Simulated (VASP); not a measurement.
# Cu (Cmcm) in VASP: single point with r2SCAN

Aim: the single point of Cu with r2SCAN.

Everything below comes from runs of VASP 6.6.1. Logs are shortened: lines on timing, memory, paths and dates and some standing lists are left out, and cuts for length are marked.

## (1) The cell of the first run

The structure is orthorhombic, space group Cmcm (No. 63). The conventional cell has a = 2.529 Å, b = 4.162 Å, c = 8.264 Å, α = 90.00°, β = 90.00°, γ = 90.00°. Within 3.2 Å of Cu (site symmetry 2/m) lie 12 Cu at 2.44 to 2.53 Å. Within 3.2 Å of Cu (site symmetry m2m) lie 12 Cu at 2.44 to 2.53 Å.

## (2) Single point, r2SCAN (strain -0.0500 x Voigt [0, 1, 0, 0, 0, 0])

Contents of POSCAR:

```
Cu
1.0
    2.5293395074      0.0000000000      0.0000000000
   -1.2646697537      2.0809486548      0.0000000000
    0.0000000000      0.0000000000      8.2639398540
Cu
4
Direct
    0.0000000000      0.0000000000      0.0000000000
    0.3333333333      0.6666666667      0.2500000000
    0.0000000000      0.0000000000      0.5000000000
    0.6666666667      0.3333333333      0.7500000000
```

Contents of INCAR.step1:

```
ALGO = Normal
EDIFF = 1E-4
ENCUT = 520
GGA = PE
ISMEAR = 0
LASPH = True
LCHARG = False
LREAL = False
LWAVE = True
NBANDS = 30
NELM = 100
PREC = Accurate
SIGMA = 0.15
```

Contents of INCAR.step2:

```
ALGO = Normal
EDIFF = 1E-7
ENCUT = 520
ISIF = 2
ISMEAR = 0
ISTART = 1
LASPH = True
LCHARG = True
LELF = True
LMIXTAU = True
LREAL = False
LVHAR = True
LWAVE = False
METAGGA = R2SCAN
NBANDS = 30
NELM = 100
PREC = Accurate
SIGMA = 0.15
```

Contents of KPOINTS:

```
k-points
0
Gamma
  24 24 6
```

Potentials or basis: VASP PAW PBE potentials, release 64 (Cu).

Run with:

```console
> cat potpaw_PBE.64/Cu/POTCAR > POTCAR
> cp INCAR.step1 INCAR
> mpirun -np 1 vasp_std > vasp.out
> cp INCAR.step2 INCAR
> mpirun -np 1 vasp_std > vasp.out
```

OUTCAR:

```text
EDIFF = 1E-7
   ENCUT = 520
   ISIF = 2
   ISMEAR = 0
   ISTART = 1
   LASPH = True
   LREAL = False
   METAGGA = R2SCAN
   NELM = 100
   PREC = Accurate

 ion  position               nearest neighbor table
   1  0.000  0.000  0.000-   2 2.49   4 2.49   4 2.52   2 2.52   4 2.52   2 2.52
   2  0.333  0.667  0.250-   1 2.49   3 2.49   1 2.52   3 2.52   1 2.52   3 2.52
   3  0.000  0.000  0.500-   2 2.49   4 2.49   4 2.52   2 2.52   4 2.52   2 2.52
   4  0.667  0.333  0.750-   1 2.49   3 2.49   1 2.52   3 2.52   1 2.52   3 2.52

  Warning from LATTYP: Monoclinic adjustment (A1->A3, A2->A1, A3->A2)!
  LATTYP: Found a base centered orthorhombic cell.
 ALAT       =     2.5293395074
 B/A-ratio  =     1.6454482672
 C/A-ratio  =     3.2672323466

  Lattice vectors:

 A1 = (   1.2646697537,  -2.0809486548,   0.0000000000)
 A2 = (   1.2646697537,   2.0809486548,   0.0000000000)
 A3 = (   0.0000000000,   0.0000000000,   8.2639398540)

Analysis of symmetry for initial positions (statically):
=====================================================================
 Subroutine PRICEL returns:
 Original cell was already a primitive cell.

 Routine SETGRP: Setting up the symmetry group for a
 base centered orthorhombic supercell.

 Subroutine GETGRP returns: Found  8 space group operations
 (whereof  4 operations were pure point group operations)
 out of a pool of  8 trial point group operations.

The static configuration has the point symmetry C_2h.
 The point group associated with its full space group is D_2h.

Analysis of symmetry for dynamics (positions and initial velocities):
=====================================================================
 Subroutine PRICEL returns:
 Original cell was already a primitive cell.

 Routine SETGRP: Setting up the symmetry group for a
 base centered orthorhombic supercell.

 Subroutine GETGRP returns: Found  8 space group operations
 (whereof  4 operations were pure point group operations)
 out of a pool of  8 trial point group operations.

The dynamic configuration has the point symmetry C_2h.
 The point group associated with its full space group is D_2h.

 Subroutine INISYM returns: Found  8 space group operations
 (whereof  4 operations are pure point group operations),
 and found     1 'primitive' translations

----------------------------------------------------------------------------------------

                                     Primitive cell

  volume of cell :      43.4966

  direct lattice vectors                    reciprocal lattice vectors
     2.529339507  0.000000000  0.000000000     0.395360131  0.240275030  0.000000000
    -1.264669754  2.080948655  0.000000000     0.000000000  0.480550060  0.000000000
     0.000000000  0.000000000  8.263939854     0.000000000  0.000000000  0.121007657

  length of vectors
     2.529339507  2.435105109  8.263939854     0.462646435  0.480550060  0.121007657

  position of ions in fractional coordinates (direct lattice)
     0.000000000  0.000000000  0.000000000
     0.333333333  0.666666667  0.250000000
     0.000000000  0.000000000  0.500000000
     0.666666667  0.333333333  0.750000000

  ion indices of the primitive-cell ions
   primitive index   ion index
                 1           1
                 2           2
                 3           3
                 4           4

----------------------------------------------------------------------------------------

 KPOINTS: k-points

Automatic generation of k-mesh.
 Grid dimensions read from file:
 generate k-points for:   24   24    6

 Generating k-lattice:

  Cartesian coordinates                     Fractional coordinates (reciprocal lattice)
     0.016473339  0.010011460  0.000000000     0.041666667  0.000000000  0.000000000
     0.000000000  0.020022919  0.000000000     0.000000000  0.041666667  0.000000000
     0.000000000  0.000000000  0.020167943     0.000000000  0.000000000  0.166666667

  Length of vectors
     0.019276935  0.020022919  0.020167943

  Shift w.r.t. Gamma in fractional coordinates (k-lattice)
     0.000000000  0.000000000  0.000000000

 Subroutine IBZKPT returns following result:
 ===========================================

 Found    628 irreducible k-points:

 Following reciprocal coordinates:
            Coordinates               Weight
  0.000000  0.000000  0.000000      1.000000
  0.041667  0.000000  0.000000      4.000000
  0.083333 -0.000000  0.000000      4.000000
  0.125000  0.000000  0.000000      4.000000
  0.166667 -0.000000  0.000000      4.000000
  0.208333  0.000000  0.000000      4.000000
[... 16 lines left out ...]
  0.375000  0.041667  0.000000      4.000000
  0.416667  0.041667  0.000000      4.000000
 [... further k-points ...]
   k-points           NKPTS =    628   k-points in BZ     NKDIM =    628   number of bands    NBANDS=     30
   number of dos      NEDOS =    301   number of ions     NIONS =      4
   total plane-waves  NPLWV =  23040
   dimension x,y,z NGX =    20 NGY =   18 NGZ =   64
   dimension x,y,z NGXF=    40 NGYF=   36 NGZF=  128
   ions per type =               4
   NGX,Y,Z   is equivalent  to a cutoff of  13.15, 12.29, 12.87 a.u.
   NGXF,Y,Z  is equivalent  to a cutoff of  26.29, 24.58, 25.75 a.u.
 SYSTEM =  unknown system
   PREC   = accura    normal or accurate (medium, high low for compatibility)
   ISTART =      1    job   : 0-new  1-cont  2-samecut
   ICHARG =      0    charge: 1-file 2-atom 10-const
   ISPIN  =      1    spin polarized calculation?
   LNONCOLLINEAR =      F non collinear calculations
   LSORBIT =      F    spin-orbit coupling
   LASPH  =      T    aspherical Exc in radial PAW
   ENCUT  =  520.0 eV  38.22 Ry    6.18 a.u.   4.70  4.53 15.37*2*pi/ulx,y,z
   NELM   =    100;   NELMIN=  2; NELMDL=  0     # of ELM steps
   EDIFF  = 0.1E-06   stopping-criterion for ELM
   LREAL  =      F    real-space projection
   EDIFFG = 0.1E-05   stopping-criterion for IOM
   NSW    =      0    number of steps for IOM
   IBRION =     -1    ionic relax: 0-MD 1-quasi-New 2-CG
   NFREE  =      0    steps in history (QN), initial steepest desc. (CG)
   ISIF   =      2    stress and relaxation
   ISYM   =      2    0-nonsym 1-usesym 2-fastsym
   POTIM  = 0.5000    time-step for ionic-motion
   TEBEG  =    0.0;   TEEND  =   0.0 temperature during run
   PSTRESS=    0.0 pullay stress
   NELECT =      44.0000    total number of electrons
   NUPDOWN=      -1.0000    fix difference up-down
   EMIN   =  10.00;   EMAX   =-10.00  energy-range for DOS
   EFERMI =   0.00;   METHOD = LEGACY
   ISMEAR =     0;   SIGMA  =   0.15  broadening in eV -4-tet -1-fermi 0-gaus
   EFERMI_NEDOS =   21; number of points for ismear=-14 and -15
   IALGO  =     38    algorithm
   IMIX   =      4    mixing-type and parameters
     AMIX     =   0.40;   BMIX     =  1.00
     AMIX_MAG =   1.60;   BMIX_MAG =  1.00
  volume/ion in A,a.u.               =      10.87        73.38
  Fermi-wavevector in a.u.,A,eV,Ry     =   1.643390  3.105556 36.745650  2.700729
  Thomas-Fermi vector in A             =   2.733532
   LORBIT       =      0    0 simple, 1 ext, 2 COOP (PROOUT), +10 PAW based schemes
   METAGGA = R2SCAN    functional components
   LHFCALC =     F    Hartree Fock is set to
   AEXX    =    0.0000 exact exchange contribution
   IVDW    =     0    specifies the selected vdW correction
   LEPSILON=     F    determine dielectric tensor
   LRPA    =     F    only Hartree local field effects (RPA)
 non-spin polarized calculation
 Gauss-broadening in eV      SIGMA  =   0.15
  energy-cutoff  :      520.00
  volume of cell :       43.50
 maximum number of plane-waves:      1194
   NGX =  9   NGY =  9   NGZ = 31

 number of electron      43.9999991 magnetization

 Free energy of the ion-electron system (eV)
  ---------------------------------------------------
  ext. energy  EPLUGINS =         0.00000000
  ---------------------------------------------------
  free energy    TOTEN  =       -43.17603506 eV

  energy without entropy =      -43.16300704  energy(sigma->0) =      -43.16952105

 E-fermi :   8.4757     XC(G=0): -14.3073

 val. band max:        8.4731847111   @ k =   0.0417   0.2083   0.5000
 cond. band min:       8.4813682436   @ k =   0.0000   0.1250   0.1667
 fundamental gap:      0.0081835324
 Fermi energy:         8.4757044696

 k-point     1 :       0.0000    0.0000    0.0000
  band No.  band energies     occupation
      1      -1.8795      2.00000
      2       0.3623      2.00000
      3       0.3660      2.00000
      4       2.6633      2.00000
      5       4.6790      2.00000
      6       4.6815      2.00000
[... 22 lines left out ...]
     29      31.8319      0.00000
     30      32.5056      0.00000

 k-point     2 :       0.0417    0.0000    0.0000
  band No.  band energies     occupation
      1      -1.8178      2.00000
      2       0.4175      2.00000
      3       0.4211      2.00000
      4       2.7014      2.00000
      5       4.6489      2.00000
      6       4.6680      2.00000
[... 22 lines left out ...]
     29      31.2451      0.00000
     30      31.3774      0.00000

 k-point     3 :       0.0833   -0.0000    0.0000
  band No.  band energies     occupation
      1      -1.6338      2.00000
      2       0.5806      2.00000
      3       0.5841      2.00000
      4       2.8119      2.00000
      5       4.5736      2.00000
      6       4.6304      2.00000
[... 22 lines left out ...]
     29      29.9016      0.00000
     30      29.9391      0.00000

 k-point     4 :       0.1250    0.0000    0.0000
  band No.  band energies     occupation
      1      -1.3307      2.00000
      2       0.8440      2.00000
      3       0.8474      2.00000
      4       2.9825      2.00000
      5       4.4770      2.00000
      6       4.5743      2.00000
[... 616 lines left out ...]
     29      23.1754      0.00000
     30      23.4766      0.00000

 k-point    23 :       0.3750    0.0417    0.0000
  band No.  band energies     occupation
      1       2.4337      2.00000
      2       2.8344      2.00000
      3       2.9379      2.00000
      4       3.4751      2.00000
      5       3.8142      2.00000
      6       3.9419      2.00000
[... 22 lines left out ...]
     29      21.7680      0.00000
     30      22.2492      0.00000

 k-point    24 :       0.4167    0.0417    0.0000
  band No.  band energies     occupation
      1       2.6925      2.00000
      2       2.8580      2.00000
      3       3.0978      2.00000
      4       3.4261      2.00000
      5       3.7819      2.00000
      6       3.8911      2.00000
[... 22 lines left out ...]
     29      20.4034      0.00000
     30      20.9208      0.00000

 [... further k-points ...]

------------------------ aborting loop because EDIFF is reached ----------------------------------------

  FORCE on cell =-STRESS in cart. coord.  units (eV):
  Direction    XX          YY          ZZ          XY          YZ          ZX
  --------------------------------------------------------------------------------------
  -------------------------------------------------------------------------------------
  Total        2.2683903      4.5640430      1.8275194      0.0000000      0.0000000      0.0000000
  in kB       83.5550534    168.1143057     67.3157895      0.0000000      0.0000000      0.0000000
  external PRESSURE =     106.3283829 kB  Pullay stress =       0.0000000 kB

 VOLUME and BASIS-vectors are now :
 -----------------------------------------------------------------------------
  energy-cutoff  :      520.00
  volume of cell :       43.50
      direct lattice vectors                 reciprocal lattice vectors
     2.529339507  0.000000000  0.000000000     0.395360131  0.240275030  0.000000000
    -1.264669754  2.080948655  0.000000000     0.000000000  0.480550060  0.000000000
     0.000000000  0.000000000  8.263939854     0.000000000  0.000000000  0.121007657

 POSITION                                       TOTAL-FORCE (eV/Angst)
 -----------------------------------------------------------------------------------
      0.00000      0.00000      0.00000         0.000000      0.000000      0.000000
     -0.00000      1.38730      2.06598        -0.000000      0.109718     -0.000000
      0.00000      0.00000      4.13197        -0.000000      0.000000      0.000000
      1.26467      0.69365      6.19795         0.000000     -0.109718      0.000000
 -----------------------------------------------------------------------------------
    total drift:                                0.000000     -0.000000      0.000000

  FREE ENERGIE OF THE ION-ELECTRON SYSTEM (eV)
  ---------------------------------------------------
  free  energy   TOTEN  =       -43.1760350621 eV

  energy  without entropy=      -43.1630070411  energy(sigma->0) =      -43.16952105
```

Run time: 49 min. Hardware: 1 thread of Oxide Virtual Turin-like, shared host; peak memory 0.61 GiB.

Results:

```yaml
Free_energy: -43.1760 eV
Pressure: 10.6 GPa
Largest_force: 0.110 eV/Å
Band_gap_on_the_k_mesh: zero (bands 22 and 23 overlap by 5.92 eV)
```

Forces on the atoms (eV/Å):
```
Cu   0.000  0.000  0.000
Cu   0.000  0.110  0.000
Cu   0.000  0.000  0.000
Cu   0.000 -0.110  0.000
```

Levels at points of the mesh, in eV from the Fermi level:
```csv
k point,band 20,band 21,band 22,band 23,band 24,band 25
"(0.00, 0.00, 0.00)",-2.25,-2.16,-1.93,-1.87,-1.58,4.02
"(0.50, 0.00, 0.00)",-1.65,-0.92,0.16,0.98,1.60,5.11
"(0.00, 0.50, 0.00)",-1.64,-0.42,0.73,1.45,2.18,5.85
"(0.00, 0.00, 0.50)",-2.46,-2.05,-2.05,-1.99,-1.99,7.20
"(0.50, 0.00, 0.50)",-1.73,-0.10,-0.10,1.35,1.35,5.55
"(0.00, 0.50, 0.50)",-1.65,0.31,0.31,1.91,1.91,6.30
```

Caveat: the cell differs from its parent crystal (strain -0.0500 x Voigt [0, 1, 0, 0, 0, 0]); the cell stands under pressure; the PAW data sets were made with another functional, which shifts forces and pressure a little.
